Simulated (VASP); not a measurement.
# Al2Cu in VASP: a series of runs, part 2 of 2

VASP 6.6.1. The steps go on from the part before.

### 3 Single point, PBE

This run uses another cell than the first one, of 15.47 Å³/atom, 1.028 times its volume.

The input, INCAR:

```
PREC     = Accurate       # precision mode
ENCUT    = 520            # plane-wave cutoff, eV
EDIFF    = 1E-6           # SCF threshold, eV
ISMEAR   = 0              # smearing method
SIGMA    = 0.15           # smearing width, eV
LREAL    = F              # projectors in reciprocal space
LASPH    = T              # aspherical terms in the spheres
NELM     = 60             # most SCF steps
ALGO     = Fast           # electronic algorithm
ISIF     = 2              # what is computed and relaxed
LWAVE    = F              # write WAVECAR
LCHARG   = F              # write CHGCAR
GGA      = PE             # functional
NBANDS   = 16             # bands
```

The input, KPOINTS:

```
Automatic mesh
0
Gamma
  10 10 14
```

The input, POSCAR:

```
Al2Cu
1.0
    4.0111275847      0.0000000000      0.0000000000
    0.0000000000      4.0111275847      0.0000000000
    0.0000000000      0.0000000000      2.8847334069
Al Cu
2 1
Direct
    0.5000000000      0.0000000000      0.5000000000
    0.0000000000      0.5000000000      0.5000000000
    0.0000000000      0.0000000000      0.0000000000
```

Potentials or basis: VASP PAW PBE potentials, release 64 (Al, Cu).

Launch:

```console
$ cat potpaw_PBE.64/Al/POTCAR potpaw_PBE.64/Cu/POTCAR > POTCAR
$ mpirun -np 1 vasp_std > vasp.out
```

Run time: 74 s. Hardware: 1 thread of Intel Xeon Platinum 8559C (Emerald Rapids), shared host; peak memory 0.24 GiB.

Results (log left out):

```yaml
Free_energy: -11.2474 eV
Pressure: 5.2 GPa
```

Stress tensor (GPa, compression positive):
```
6.18 0.00 0.00
0.00 6.18 0.00
0.00 0.00 3.16
```

Levels at points of the mesh, in eV from the Fermi level:
```
           k point  band 6  band 7  band 8  band 9  band 10  band 11  band 12  band 13
(0.00, 0.00, 0.00)   -4.17   -2.31   -2.31    0.29     1.03     5.76     6.72     6.72
(0.50, 0.00, 0.00)   -4.21   -4.16   -0.92    1.75     1.97     2.35     7.23     8.71
(0.50, 0.50, 0.00)   -4.24   -4.20   -4.20   -2.44     8.72     8.72     9.17    10.25
(0.00, 0.00, 0.50)   -4.15   -3.12    2.62    2.62     2.85     2.85     2.85     3.13
(0.50, 0.00, 0.50)   -4.19   -3.14   -2.57   -1.75     3.76     4.19     4.53     5.34
(0.50, 0.50, 0.50)   -3.65   -2.26   -2.26   -1.06    -0.90     0.04     0.04     2.41
```

### 4 Single point, PBE

This run uses another cell than the first one, of 15.90 Å³/atom, 1.056 times its volume.

The input, INCAR:

```
SYSTEM = Al2Cu
  PREC = Accurate
  ENCUT = 520
  EDIFF = 1E-7
  ISMEAR = 0
  SIGMA = 0.15
  LREAL = .FALSE.
  LASPH = .TRUE.
  NELM = 100
  ALGO = Fast
  ISIF = 2
  LWAVE = .FALSE.
  LCHARG = .TRUE.
  GGA = PE
  LELF = .TRUE.
  LVHAR = .TRUE.
  NBANDS = 16
```

The input, KPOINTS:

```
regular mesh
0
G
  10 10 14
  0 0 0
```

The input, POSCAR:

```
Al2Cu
1.0
    4.0663511639      0.0000000000      0.0000000000
    0.0000000000      4.0663511639      0.0000000000
    0.0000000000      0.0000000000      2.8847334069
Al Cu
2 1
Direct
    0.5000000000      0.0000000000      0.5000000000
    0.0000000000      0.5000000000      0.5000000000
    0.0000000000      0.0000000000      0.0000000000
```

Potentials or basis: VASP PAW PBE potentials, release 64 (Al, Cu).

Launch:

```console
$ cat potpaw_PBE.64/Al/POTCAR potpaw_PBE.64/Cu/POTCAR > POTCAR
$ mpirun -np 1 vasp_std > vasp.out
```

OUTCAR:

```text
SYSTEM = Al2Cu
   PREC = Accurate
   ENCUT = 520
   EDIFF = 1E-7
   ISMEAR = 0
   LREAL = .FALSE.
   LASPH = .TRUE.
   NELM = 100
   ISIF = 2
   GGA = PE

 ion  position               nearest neighbor table
   1  0.500  0.000  0.500-   3 2.49   3 2.49   3 2.49   3 2.49   2 2.88   2 2.88   2 2.88   2 2.88

   2  0.000  0.500  0.500-   3 2.49   3 2.49   3 2.49   3 2.49   1 2.88   1 2.88   1 2.88   1 2.88

   3  0.000  0.000  0.000-   1 2.49   2 2.49   1 2.49   2 2.49   2 2.49   2 2.49   1 2.49   1 2.49

  LATTYP: Found a simple tetragonal cell.
 ALAT       =     4.0663511639
[... 645 lines left out ...]
     15      17.5228      0.00000
     16      17.6658      0.00000

 [... further k-points ...]
[... 5 lines left out ...]
  --------------------------------------------------------------------------------------
  -------------------------------------------------------------------------------------
  Total        0.9397473      0.9397473      0.5537463      0.0000000      0.0000000      0.0000000
  in kB       31.5650305     31.5650305     18.5997009      0.0000000      0.0000000      0.0000000
  external PRESSURE =      27.2432540 kB  Pullay stress =       0.0000000 kB

 VOLUME and BASIS-vectors are now :
 -----------------------------------------------------------------------------
  energy-cutoff  :      520.00
  volume of cell :       47.70
      direct lattice vectors                 reciprocal lattice vectors
     4.066351164  0.000000000  0.000000000     0.245920719  0.000000000  0.000000000
     0.000000000  4.066351164  0.000000000     0.000000000  0.245920719  0.000000000
     0.000000000  0.000000000  2.884733407     0.000000000  0.000000000  0.346652484

 POSITION                                       TOTAL-FORCE (eV/Angst)
 -----------------------------------------------------------------------------------
      2.03318      0.00000      1.44237         0.000000      0.000000      0.000000
      0.00000      2.03318      1.44237         0.000000      0.000000      0.000000
      0.00000      0.00000      0.00000         0.000000      0.000000      0.000000
 -----------------------------------------------------------------------------------
    total drift:                               -0.000000      0.000000     -0.000000

  FREE ENERGIE OF THE ION-ELECTRON SYSTEM (eV)
  ---------------------------------------------------
  free  energy   TOTEN  =       -11.2869426943 eV

  energy  without entropy=      -11.2772845867  energy(sigma->0) =      -11.28211364
```

stdout:

```text
POSCAR found type information on POSCAR AlCu
 POSCAR found :  2 types and       3 ions
 scaLAPACK will be used
 LDA part: xc-table for (Slater+PW92), standard interpolation
 POSCAR, INCAR and KPOINTS ok, starting setup
 FFT: planning ... GRIDC
 FFT: planning ... GRID_SOFT
 FFT: planning ... GRID
 WAVECAR not read
 entering main loop
```

Wall time 83 s (1 thread of Intel Xeon Platinum 8559C (Emerald Rapids), shared host); peak memory 0.24 GiB.

What came out:

- Free energy: -11.2869 eV
- Pressure: 2.7 GPa

Stress tensor (GPa, compression positive):
```
3.16 0.00 0.00
0.00 3.16 0.00
0.00 0.00 1.86
```

### 5 Single point, PBE

The input, INCAR:

```
PREC = Accurate
ENCUT = 520
EDIFF = 1E-6
ISMEAR = 0
SIGMA = 0.15
LREAL = F
LASPH = T
NELM = 60
ALGO = Fast
ISIF = 2
LWAVE = F
LCHARG = F
GGA = PE
NBANDS = 16
```

The input, KPOINTS:

```
Automatic mesh
0
Gamma
  10 10 14
```

The input, POSCAR:

```
Al2Cu
1.0
    3.9563161217      0.0000000000      0.0000000000
    0.0000000000      3.9563161217      0.0000000000
    0.0000000000      0.0000000000      2.8847334069
Al Cu
2 1
Direct
    0.5000000000      0.0039076392      0.5000000000
    0.0000000000      0.4827718519      0.5000000000
    0.0000000000      0.0056558685      0.0000000000
```

Potentials or basis: VASP PAW PBE potentials, release 64 (Al, Cu).

Launch:

```console
$ cat potpaw_PBE.64/Al/POTCAR potpaw_PBE.64/Cu/POTCAR > POTCAR
$ mpirun -np 1 vasp_std > vasp.out
```

OUTCAR:

```text
PREC = Accurate
   ENCUT = 520
   EDIFF = 1E-6
   ISMEAR = 0
   LREAL = F
   LASPH = T
   NELM = 60
   ISIF = 2
   GGA = PE

 ion  position               nearest neighbor table
   1  0.500  0.004  0.500-   3 2.45   3 2.45   3 2.45   3 2.45   2 2.74   2 2.74   2 2.86   2 2.86

   2  0.000  0.483  0.500-   3 2.38   3 2.38   3 2.52   3 2.52   1 2.74   1 2.74   1 2.86   1 2.86

   3  0.000  0.006  0.000-   2 2.38   2 2.38   1 2.45   1 2.45   1 2.45   1 2.45   2 2.52   2 2.52

  LATTYP: Found a simple tetragonal cell.
 ALAT       =     3.9563161217
 C/A-ratio  =     0.7291463367

  Lattice vectors:

 A1 = (   3.9563161217,   0.0000000000,   0.0000000000)
 A2 = (   0.0000000000,   3.9563161217,   0.0000000000)
 A3 = (   0.0000000000,   0.0000000000,   2.8847334069)

Analysis of symmetry for initial positions (statically):
=====================================================================
 Subroutine PRICEL returns:
 Original cell was already a primitive cell.

 Routine SETGRP: Setting up the symmetry group for a
[... 171 lines left out ...]

 E-fermi :   7.8598     XC(G=0): -10.7048

 val. band max:        7.8229954232   @ k =   0.4000   0.2000   0.2857
 cond. band min:       7.8775027475   @ k =   0.0000   0.4000   0.2857
 fundamental gap:      0.0545073243
 Fermi energy:         7.8598359216

 k-point     1 :       0.0000    0.0000    0.0000
  band No.  band energies     occupation
      1      -3.0912      2.00000
      2       2.3121      2.00000
      3       2.6894      2.00000
      4       3.4425      2.00000
      5       3.5669      2.00000
      6       3.5751      2.00000
[... 433 lines left out ...]
      3       2.5368      2.00000
      4       3.0754      2.00000
      5       3.4733      2.00000
      6       3.5396      2.00000
[... 8 lines left out ...]
     15      17.6795      0.00000
     16      19.7525      0.00000

 [... further k-points ...]

------------------------ aborting loop because EDIFF is reached ----------------------------------------

  FORCE on cell =-STRESS in cart. coord.  units (eV):
  Direction    XX          YY          ZZ          XY          YZ          ZX
  --------------------------------------------------------------------------------------
  -------------------------------------------------------------------------------------
  Total        3.2846462      3.3882468      1.9613847      0.0000000      0.0000000      0.0000000
  in kB      116.5497965    120.2258801     69.5962298      0.0000000      0.0000000      0.0000000
  external PRESSURE =     102.1239688 kB  Pullay stress =       0.0000000 kB

 VOLUME and BASIS-vectors are now :
 -----------------------------------------------------------------------------
  energy-cutoff  :      520.00
  volume of cell :       45.15
      direct lattice vectors                 reciprocal lattice vectors
     3.956316122  0.000000000  0.000000000     0.252760389  0.000000000  0.000000000
     0.000000000  3.956316122  0.000000000     0.000000000  0.252760389  0.000000000
     0.000000000  0.000000000  2.884733407     0.000000000  0.000000000  0.346652484

 POSITION                                       TOTAL-FORCE (eV/Angst)
 -----------------------------------------------------------------------------------
      1.97816      0.01546      1.44237         0.000000     -0.280250      0.000000
      0.00000      1.91000      1.44237         0.000000      1.082820      0.000000
      0.00000      0.02238      0.00000         0.000000     -0.802570      0.000000
 -----------------------------------------------------------------------------------
    total drift:                                0.000000     -0.002705      0.000013

  FREE ENERGIE OF THE ION-ELECTRON SYSTEM (eV)
  ---------------------------------------------------
  free  energy   TOTEN  =       -11.1307925687 eV

  energy  without entropy=      -11.1212141221  energy(sigma->0) =      -11.12600335
```

stdout:

```text
POSCAR found type information on POSCAR AlCu
 POSCAR found :  2 types and       3 ions
 scaLAPACK will be used
 LDA part: xc-table for (Slater+PW92), standard interpolation
 POSCAR, INCAR and KPOINTS ok, starting setup
 FFT: planning ... GRIDC
 FFT: planning ... GRID_SOFT
 FFT: planning ... GRID
 WAVECAR not read
 entering main loop
```

Wall time 1.9 min (1 thread of Intel Xeon Platinum 8559C (Emerald Rapids), shared host); peak memory 0.31 GiB.

Results:

```yaml
Free_energy: -11.1308 eV
Pressure: 10.2 GPa
Largest_force: 1.083 eV/Å
```

Forces on the atoms (eV/Å):
```
Al   0.000 -0.280  0.000
Al   0.000  1.083  0.000
Cu   0.000 -0.803  0.000
```

Caveat: forces of over 1 eV/Å act on the atoms, so gaps and moduli don't describe the material at rest.

### 6 Summary

| cell | further INCAR settings | gap on the mesh (eV) | pressure (GPa) |
| --- | --- | --- | --- |
| a = 3.956, b = 3.956, c = 2.885 Å, 3 atoms | ALGO = Fast; EDIFF = 1e-06; NBANDS = 16 | none | 10.2 |
| a = 4.011, b = 4.011, c = 2.885 Å, 3 atoms | ALGO = Fast; EDIFF = 1e-06; NBANDS = 16 | none | 5.2 |
| a = 4.066, b = 4.066, c = 2.885 Å, 3 atoms | ALGO = Fast; EDIFF = 1e-07; NBANDS = 16 | none | 2.7 |

Some of these runs hold the atoms at other places in the same cell, which the table doesn't show; runs alike in all that it shows share one row.

Alike in all rows: task single point; level PBE; potentials or basis VASP PAW PBE potentials, release 64 (Al, Cu); no spin polarisation; k mesh 10 × 10 × 14; cutoff (eV) 520; smearing gaussian 0.15 eV.

Caveats: forces of over 1 eV/Å act on the atoms, so gaps and moduli don't describe the material at rest (some runs).

Total energies depend on the potentials used, so only differences within one code and one set of settings carry meaning.
